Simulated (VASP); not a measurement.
The system is O.

```
O
1.0
     4.04225    0.00000   -0.05113
     0.00000    4.02617    0.00000
    -1.06460    0.00000    2.79144
O
4
Cartesian
  0.6603 2.7547 1.8535
  1.7851 2.7547 2.2825
  2.3174 1.2715 0.8868
  1.1926 1.2715 0.4578
```

Base run:

```yaml
Program: VASP 6.6.1
Functional: PBE
Potentials_or_basis: VASP PAW PBE potentials, release 64 (O)
Cutoff: 520 eV
k_mesh: 8 × 6 × 10
Occupations: gaussian, width 0.01 eV
Spin: no spin polarisation
```

Its results: band gap on the k mesh 0.91 eV (least direct gap 0.94 eV); pressure 9.5 GPa; largest force 2.027 eV/Å.

Problem. The run is repeated on the same cell with these changes: functional from PBE to r2SCAN. What comes out?

Solution. Band gap on the k mesh 0.99 eV (least direct gap 1.03 eV); pressure 4.8 GPa; largest force 1.452 eV/Å.

Caveats: the standard files for N, O and F lose accuracy on very short bonds; spin is off for a triplet molecule; the cell stands under pressure; this functional lacks dispersion, which holds the molecules together, so the pressure and a relaxed volume are unreliable (at least some runs); forces of over 1 eV/Å act on the atoms, so gaps and moduli don't describe the material at rest (at least some runs); the PAW data sets were made with another functional, which shifts forces and pressure a little (at least some runs).

A k mesh can miss the band edges.
